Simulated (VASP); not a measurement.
Wanted: the native input for a VASP 6.6.1 run.

```yaml
Task: single point
Functional: PBE
Dispersion: D3(BJ)
Potentials_or_basis: VASP PAW PBE potentials, release 64 (B, N)
Cutoff: 520 eV
k_mesh: 12 × 12 × 4
Occupations: gaussian, width 0.05 eV
Spin: no spin polarisation
Dipole_correction: no
Further_INCAR_settings: ALGO = Normal; EDIFF = 1e-06; NBANDS = 16
```

The structure of BN lies in POSCAR:

```
BN
1.0
    2.5099983704      0.0000000000      0.0000000000
   -1.2549991852      2.1737223522      0.0000000000
    0.0000000000      0.0000000000      6.6900000000
B N
2 2
Direct
    0.0000000000      0.0000000000      0.5000000000
    0.3333333333      0.6666666667      0.0000000000
   -0.0222182429     -0.0162648827      0.0000000000
    0.6444484237      0.3170684506      0.5000000000
```

This cell differs from its parent crystal: all N atoms moved -0.050 Å, as atom 3 along Cartesian [1 1 0].

One way to write it, as run:

INCAR

```
PREC = Accurate ; ENCUT = 520
EDIFF = 1E-6 ; ISMEAR = 0
SIGMA = 0.05 ; LREAL = F
LASPH = T ; NELM = 100
ALGO = Normal ; ISIF = 2
LWAVE = F ; LCHARG = T
GGA = PE ; IVDW = 12
LELF = T ; LVHAR = T
NBANDS = 16
```

KPOINTS

```
Automatic mesh
0
Gamma
  12 12 4
```

Potentials or basis: VASP PAW PBE potentials, release 64 (B, N).

The run is started by

```bash
$ cat potpaw_PBE.64/B/POTCAR potpaw_PBE.64/N/POTCAR > POTCAR
$ mpirun -np 1 vasp_std > vasp.out
```

It gave:

| Item | Value |
| --- | --- |
| Pressure | -0.2 GPa |
| Largest force | 2.153 eV/Å |
| Band gap on the k mesh | 4.04 eV, indirect (least direct gap 4.45 eV) |
| Dispersion energy per atom | -0.139 eV |

Caveat: the cell differs from its parent crystal (all N atoms moved -0.050 Å, as atom 3 along Cartesian [1 1 0]); forces of over 1 eV/Å act on the atoms, so gaps and moduli don't describe the material at rest.

Wall time 65 s on 1 thread of Intel(R) Xeon(R) 6975P-C (Granite Rapids), with other jobs on the host, peak memory 0.23 GiB.
